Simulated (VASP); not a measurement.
Crystal: Te2Mo.

```xyz
12
Lattice="6.3300 0.0000 0.0000 0.0000 3.4690 0.0000 -0.9468 0.0000 13.8276" Properties=species:S:1:pos:R:3 pbc="T T T"
Te    5.4013    2.6018    8.3588
Te   -0.0181    0.8672    5.4688
Te    4.9099    0.8672   11.7728
Te    0.4733    2.6018    2.0548
Te    1.7550    2.6018   12.3826
Te    3.6282    0.8672    1.4450
Te    2.1916    0.8672    8.9658
Te    3.1917    2.6018    4.8618
Mo    4.2299    2.6018   13.7253
Mo    1.1533    0.8672    0.1023
Mo    3.8493    0.8672    6.8225
Mo    1.5339    2.6018    7.0051
```

Base run:

| Item | Value |
| --- | --- |
| Program | VASP 6.6.1 |
| Functional | RPBE |
| Potentials or basis | VASP PAW PBE potentials, release 64 (Te, Mo_sv) |
| Cutoff | 520 eV |
| k mesh | 4 × 8 × 2 |
| Occupations | fermi-dirac, width 0.05 eV |
| Spin | no spin polarisation |

Its results: band gap on the k mesh zero (bands 52 and 53 overlap by 0.19 eV); pressure 4.4 GPa; largest force 0.245 eV/Å.

Problem. The run is repeated on the same cell with these changes: dispersion from none to D3(BJ). What comes out?

Solution. Band gap on the k mesh zero (bands 52 and 53 overlap by 0.19 eV); pressure -17.6 GPa; largest force 0.916 eV/Å.

Dispersion adds attraction, which lowers the pressure at fixed volume and, as a term added to the energy, leaves the levels alone.

Caveats: the PAW data sets were made with another functional, which shifts forces and pressure a little; spin-orbit coupling is left out, which moves the levels of the heavy elements; the cell stands under pressure (at least some runs); the cell stands under tension (at least some runs).
